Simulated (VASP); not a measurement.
# P (R-3m) in VASP: further runs

P is run at these levels: PBE+D3(BJ); tasks: single point.

All numbers are computed with VASP 6.6.1; they aren't measurements. Logs are shortened: lines on timing, memory, paths and dates and some standing lists are left out, and cuts for length are marked.

## (1) The cell of the first run

The structure is trigonal, space group R-3m (No. 166). The conventional cell has a = 3.475 Å, b = 3.475 Å, c = 8.522 Å, α = 90.00°, β = 90.00°, γ = 120.00°. P (site symmetry 3m) has 6 P at 2.31 to 2.63 Å within 3.1 Å.

## (2) Single point, PBE+D3(BJ)

The input, INCAR:

```
PREC = Accurate
ENCUT = 520
EDIFF = 1E-7
ISMEAR = 0
SIGMA = 0.15
LREAL = False
LASPH = True
NELM = 60
ALGO = Normal
ISIF = 2
LWAVE = False
LCHARG = False
GGA = PE
IVDW = 12
NBANDS = 12
```

The input, KPOINTS:

```
regular mesh
0
Gamma
  24 24 24
```

The input, POSCAR:

```
P
1.0
    1.7373311071      1.0030485823      2.8405410977
   -1.7373311071      1.0030485823      2.8405410977
    0.0000000000     -2.0060971646      2.8405410977
P
2
Direct
    0.2336660455      0.2336660455      0.2336660455
    0.7663339545      0.7663339545      0.7663339545
```

Potentials or basis: VASP PAW PBE potentials, release 64 (P).

On the command line:

```bash
cat potpaw_PBE.64/P/POTCAR > POTCAR
mpirun -np 1 vasp_std > vasp.out
```

OUTCAR:

```text
PREC = Accurate
   ENCUT = 520
   EDIFF = 1E-7
   ISMEAR = 0
   LREAL = False
   LASPH = True
   NELM = 60
   ISIF = 2
   GGA = PE
   IVDW = 12
 IVDW          = 12

 ion  position               nearest neighbor table
   1  0.234  0.234  0.234-   2 2.31   2 2.31   2 2.31   2 2.63   2 2.63   2 2.63
   2  0.766  0.766  0.766-   1 2.31   1 2.31   1 2.31   1 2.63   1 2.63   1 2.63

  LATTYP: Found a trigonal (rhomboedric) cell.
 ALAT       =     3.4775134165
 COS(alpha) =     0.5008195608

  Lattice vectors:

 A1 = (   1.7373311071,   1.0030485823,   2.8405410977)
 A2 = (  -1.7373311071,   1.0030485823,   2.8405410977)
 A3 = (   0.0000000000,  -2.0060971646,   2.8405410977)

Analysis of symmetry for initial positions (statically):
=====================================================================
 Subroutine PRICEL returns:
 Original cell was already a primitive cell.

 Routine SETGRP: Setting up the symmetry group for a
 trigonal (rhombohedral) supercell.

 Subroutine GETGRP returns: Found 12 space group operations
 (whereof 12 operations were pure point group operations)
 out of a pool of 12 trial point group operations.

The static configuration has the point symmetry D_3d.

Analysis of symmetry for dynamics (positions and initial velocities):
=====================================================================
 Subroutine PRICEL returns:
 Original cell was already a primitive cell.

 Routine SETGRP: Setting up the symmetry group for a
 trigonal (rhombohedral) supercell.

 Subroutine GETGRP returns: Found 12 space group operations
 (whereof 12 operations were pure point group operations)
 out of a pool of 12 trial point group operations.

The dynamic configuration has the point symmetry D_3d.

 Subroutine INISYM returns: Found 12 space group operations
 (whereof 12 operations are pure point group operations),
 and found     1 'primitive' translations

----------------------------------------------------------------------------------------

                                     Primitive cell

  volume of cell :      29.7000

  direct lattice vectors                    reciprocal lattice vectors
     1.737331107  1.003048582  2.840541098     0.287797759  0.166160114  0.117348534
    -1.737331107  1.003048582  2.840541098    -0.287797759  0.166160114  0.117348534
     0.000000000 -2.006097165  2.840541098     0.000000000 -0.332320228  0.117348534

  length of vectors
     3.477513416  3.477513416  3.477513416     0.352430720  0.352430720  0.352430720

  position of ions in fractional coordinates (direct lattice)
     0.233666046  0.233666046  0.233666046
     0.766333954  0.766333954  0.766333954

  ion indices of the primitive-cell ions
   primitive index   ion index
                 1           1
                 2           2

----------------------------------------------------------------------------------------

 KPOINTS: regular mesh

Automatic generation of k-mesh.
 Grid dimensions read from file:
 generate k-points for:   24   24   24

 Generating k-lattice:

  Cartesian coordinates                     Fractional coordinates (reciprocal lattice)
     0.011991573  0.006923338  0.004889522     0.041666667  0.000000000 -0.000000000
    -0.011991573  0.006923338  0.004889522     0.000000000  0.041666667 -0.000000000
     0.000000000 -0.013846676  0.004889522    -0.000000000 -0.000000000  0.041666667

  Length of vectors
     0.014684613  0.014684613  0.014684613

  Shift w.r.t. Gamma in fractional coordinates (k-lattice)
     0.000000000  0.000000000  0.000000000

 Subroutine IBZKPT returns following result:
 ===========================================

 Found   1313 irreducible k-points:

 Following reciprocal coordinates:
            Coordinates               Weight
  0.000000  0.000000  0.000000      1.000000
  0.041667 -0.000000  0.000000      6.000000
  0.083333 -0.000000  0.000000      6.000000
  0.125000  0.000000  0.000000      6.000000
  0.166667 -0.000000  0.000000      6.000000
  0.208333  0.000000 -0.000000      6.000000
[... 16 lines left out ...]
  0.416667  0.041667 -0.000000     12.000000
  0.458333  0.041667  0.000000     12.000000
 [... further k-points ...]
   k-points           NKPTS =   1313   k-points in BZ     NKDIM =   1313   number of bands    NBANDS=     12
   number of dos      NEDOS =    301   number of ions     NIONS =      2
   total plane-waves  NPLWV =  21952
   dimension x,y,z NGX =    28 NGY =   28 NGZ =   28
   dimension x,y,z NGXF=    56 NGYF=   56 NGZF=   56
   ions per type =               2
   NGX,Y,Z   is equivalent  to a cutoff of  13.39, 13.39, 13.39 a.u.
   NGXF,Y,Z  is equivalent  to a cutoff of  26.77, 26.77, 26.77 a.u.
 SYSTEM =  unknown system
   PREC   = accura    normal or accurate (medium, high low for compatibility)
   ISTART =      0    job   : 0-new  1-cont  2-samecut
   ICHARG =      2    charge: 1-file 2-atom 10-const
   ISPIN  =      1    spin polarized calculation?
   LNONCOLLINEAR =      F non collinear calculations
   LSORBIT =      F    spin-orbit coupling
   LASPH  =      T    aspherical Exc in radial PAW
   ENCUT  =  520.0 eV  38.22 Ry    6.18 a.u.   6.47  6.47  6.47*2*pi/ulx,y,z
   NELM   =     60;   NELMIN=  2; NELMDL= -5     # of ELM steps
   EDIFF  = 0.1E-06   stopping-criterion for ELM
   LREAL  =      F    real-space projection
   EDIFFG = 0.1E-05   stopping-criterion for IOM
   NSW    =      0    number of steps for IOM
   IBRION =     -1    ionic relax: 0-MD 1-quasi-New 2-CG
   NFREE  =      0    steps in history (QN), initial steepest desc. (CG)
   ISIF   =      2    stress and relaxation
   ISYM   =      2    0-nonsym 1-usesym 2-fastsym
   POTIM  = 0.5000    time-step for ionic-motion
   TEBEG  =    0.0;   TEEND  =   0.0 temperature during run
   PSTRESS=    0.0 pullay stress
   NELECT =      10.0000    total number of electrons
   NUPDOWN=      -1.0000    fix difference up-down
   EMIN   =  10.00;   EMAX   =-10.00  energy-range for DOS
   EFERMI =   0.00;   METHOD = LEGACY
   ISMEAR =     0;   SIGMA  =   0.15  broadening in eV -4-tet -1-fermi 0-gaus
   EFERMI_NEDOS =   21; number of points for ismear=-14 and -15
   IALGO  =     38    algorithm
   IMIX   =      4    mixing-type and parameters
     AMIX     =   0.40;   BMIX     =  1.00
     AMIX_MAG =   1.60;   BMIX_MAG =  1.00
  volume/ion in A,a.u.               =      14.85       100.21
  Fermi-wavevector in a.u.,A,eV,Ry     =   1.138909  2.152227 17.648318  1.297115
  Thomas-Fermi vector in A             =   2.275613
   LORBIT       =      0    0 simple, 1 ext, 2 COOP (PROOUT), +10 PAW based schemes
   GGA     = PE    functional components
   LHFCALC =     F    Hartree Fock is set to
   AEXX    =    0.0000 exact exchange contribution
   IVDW    =    12    specifies the selected vdW correction
   LEPSILON=     F    determine dielectric tensor
   LRPA    =     F    only Hartree local field effects (RPA)
 non-spin polarized calculation
 Gauss-broadening in eV      SIGMA  =   0.15
  energy-cutoff  :      520.00
  volume of cell :       29.70
 maximum number of plane-waves:       823
 NGX is ok and might be reduce to    28

 number of electron      10.0000000 magnetization

 Free energy of the ion-electron system (eV)
  ---------------------------------------------------
  ext. energy  EPLUGINS =         0.00000000
  ---------------------------------------------------
  free energy    TOTEN  =       -10.60316346 eV

  energy without entropy =      -10.59904863  energy(sigma->0) =      -10.60110604

 E-fermi :   9.7611     XC(G=0): -11.1616

 val. band max:        9.7586038446   @ k =   0.4167   0.0417   0.0417
 cond. band min:       9.7636210856   @ k =   0.2917   0.2083   0.1667
 fundamental gap:      0.0050172410
 Fermi energy:         9.7611274643

 k-point     1 :       0.0000    0.0000    0.0000
  band No.  band energies     occupation
      1      -7.0362      2.00000
      2       6.9143      2.00000
      3       6.9143      2.00000
      4       7.5373      2.00000
      5       7.5664      2.00000
      6      12.2732      0.00000
      7      13.1498      0.00000
      8      13.1498      0.00000
      9      15.2422      0.00000
     10      15.2422      0.00000
     11      16.4280      0.00000
     12      16.6006      0.00000

 k-point     2 :       0.0417   -0.0000    0.0000
  band No.  band energies     occupation
      1      -7.0071      2.00000
      2       6.3846      2.00000
      3       6.9030      2.00000
      4       7.4595      2.00000
      5       8.0673      2.00000
      6      12.2883      0.00000
      7      13.1417      0.00000
      8      13.1647      0.00000
      9      14.9581      0.00000
     10      15.1112      0.00000
     11      15.9125      0.00000
     12      17.0128      0.00000

 k-point     3 :       0.0833   -0.0000    0.0000
  band No.  band energies     occupation
      1      -6.9199      2.00000
      2       5.5474      2.00000
      3       6.8713      2.00000
      4       7.4247      2.00000
      5       8.6208      2.00000
      6      12.3019      0.00000
      7      13.0420      0.00000
      8      13.2081      0.00000
      9      14.6056      0.00000
     10      14.7409      0.00000
     11      15.6494      0.00000
     12      17.8223      0.00000
[... 286 lines left out ...]
 k-point    23 :       0.4167    0.0417   -0.0000
  band No.  band energies     occupation
      1      -4.3550      2.00000
      2      -1.1437      2.00000
      3       6.4212      2.00000
      4       7.2337      2.00000
      5       8.8992      2.00000
      6      10.1971      0.00004
      7      10.5024      0.00000
      8      11.6523      0.00000
      9      17.8035      0.00000
     10      19.3523      0.00000
     11      19.8207      0.00000
     12      23.1376      0.00000

 k-point    24 :       0.4583    0.0417    0.0000
  band No.  band energies     occupation
      1      -3.8124      2.00000
      2      -1.8660      2.00000
      3       6.3913      2.00000
      4       7.3147      2.00000
      5       8.7423      2.00000
      6       9.9689      0.05011
      7      10.5850      0.00000
      8      11.4260      0.00000
      9      18.7381      0.00000
     10      20.3067      0.00000
     11      20.6573      0.00000
     12      22.1556      0.00000

 [... further k-points ...]

------------------------ aborting loop because EDIFF is reached ----------------------------------------

 Edisp (eV)   -0.95205

 E8    (eV) :    -0.3603

  FORCE on cell =-STRESS in cart. coord.  units (eV):
  Direction    XX          YY          ZZ          XY          YZ          ZX
  --------------------------------------------------------------------------------------
  -------------------------------------------------------------------------------------
  Total      -0.56359    -0.56359     0.43645     0.00000     0.00000    -0.00000
  in kB     -30.40327   -30.40327    23.54448     0.00000     0.00000    -0.00000
  external pressure =      -12.42 kB  Pullay stress =        0.00 kB

 VOLUME and BASIS-vectors are now :
 -----------------------------------------------------------------------------
  energy-cutoff  :      520.00
  volume of cell :       29.70
      direct lattice vectors                 reciprocal lattice vectors
     1.737331107  1.003048582  2.840541098     0.287797759  0.166160114  0.117348534
    -1.737331107  1.003048582  2.840541098    -0.287797759  0.166160114  0.117348534
     0.000000000 -2.006097165  2.840541098     0.000000000 -0.332320228  0.117348534

 POSITION                                       TOTAL-FORCE (eV/Angst)
 -----------------------------------------------------------------------------------
      0.00000      0.00000      1.99121         0.000000      0.000000      0.093058
      0.00000      0.00000      6.53041         0.000000     -0.000000     -0.093058
 -----------------------------------------------------------------------------------
    total drift:                                0.000000     -0.000000     -0.000000

  FREE ENERGIE OF THE ION-ELECTRON SYSTEM (eV)
  ---------------------------------------------------
  free  energy   TOTEN  =       -11.5552118768 eV

  energy  without entropy=      -11.5510970456  energy(sigma->0) =      -11.55315446
```

It took 6 min on 1 thread of Intel Xeon Platinum 8488C (Sapphire Rapids), shared host; peak memory 0.45 GiB.

Results:

| Quantity | Value |
| --- | --- |
| Free energy | -11.5552 eV |
| Pressure | -1.2 GPa |
| Largest force | 0.093 eV/Å |
| Band gap on the k mesh | zero (bands 5 and 6 overlap by 1.50 eV) |
| Dispersion energy per atom | -0.476 eV |

Forces on the atoms (eV/Å):
```
P    0.000  0.000  0.093
P    0.000  0.000 -0.093
```

Levels at points of the mesh, in eV from the Fermi level:
```
           k point  band 2  band 3  band 4  band 5  band 6  band 7  band 8  band 9
(0.00, 0.00, 0.00)   -2.85   -2.85   -2.22   -2.19    2.51    3.39    3.39    5.48
(0.50, 0.00, 0.00)  -12.28   -3.14   -2.36   -0.69   -0.16    0.63    1.25   10.86
(0.50, 0.50, 0.00)   -9.59   -7.19   -5.75   -5.30    0.30    7.37    7.89    9.14
(0.50, 0.50, 0.50)  -11.35   -2.70   -2.70   -0.85   -0.85    0.11    1.86   10.34
```

Caveat: the stress differs along the axes, from -3 to 2 GPa.

## (3) Single point, PBE+D3(BJ)

This run uses another cell than the first one, of the same volume but with other edges.

The input, INCAR:

```
SYSTEM = P
  ALGO = Normal
  EDIFF = 1E-6
  ENCUT = 520
  GGA = PE
  ISIF = 2
  ISMEAR = 0
  IVDW = 12
  LASPH = .True.
  LCHARG = .False.
  LREAL = .False.
  LWAVE = .False.
  NBANDS = 12
  NELM = 100
  PREC = Accurate
  SIGMA = 0.15
```

The input, KPOINTS:

```
k-points
0
Gamma
  24 24 24
  0 0 0
```

The input, POSCAR:

```
P
1.0
    1.6862031921      0.9735298669      3.0154105815
   -1.6862031921      0.9735298669      3.0154105815
    0.0000000000     -1.9470597338      3.0154105815
P
2
Direct
    0.2336660455      0.2336660455      0.2336660455
    0.7663339545      0.7663339545      0.7663339545
```

Potentials or basis: VASP PAW PBE potentials, release 64 (P).

On the command line:

```bash
cat potpaw_PBE.64/P/POTCAR > POTCAR
mpirun -np 1 vasp_std > vasp.out
```

Wall time 5.4 min (1 thread of Intel Xeon Platinum 8488C (Sapphire Rapids), shared host); peak memory 0.46 GiB.

The run converged. Its results:

| Property | Result |
| --- | --- |
| Free energy | -11.5522 eV |
| Pressure | 0.4 GPa |
| Largest force | 0.162 eV/Å |
| Band gap on the k mesh | zero (bands 5 and 6 overlap by 1.17 eV) |
| Dispersion energy per atom | -0.476 eV |

Forces on the atoms (eV/Å):
```
P    0.000  0.000 -0.162
P    0.000  0.000  0.162
```

Stress tensor (GPa, compression positive):
```
 2.20  0.00  0.00
 0.00  2.20  0.00
 0.00  0.00 -3.09
```

Levels at points of the mesh, in eV from the Fermi level:
```tsv
k point	band 1	band 2	band 3	band 4	band 5	band 6	band 7	band 8	band 9	band 10
(0.00, 0.00, 0.00)	-16.94	-3.32	-2.65	-2.48	-2.48	2.27	3.39	3.39	5.65	5.65
(0.50, 0.00, 0.00)	-13.08	-12.23	-3.22	-3.11	-1.12	-0.01	0.40	0.66	9.42	10.38
(0.50, 0.50, 0.00)	-12.79	-9.79	-7.22	-5.82	-5.37	0.26	6.96	7.88	9.04	9.48
(0.50, 0.50, 0.50)	-14.36	-11.75	-2.29	-2.29	-0.30	-0.30	1.02	2.57	9.66	10.17
```

Caveat: the stress differs along the axes, from -3 to 2 GPa.
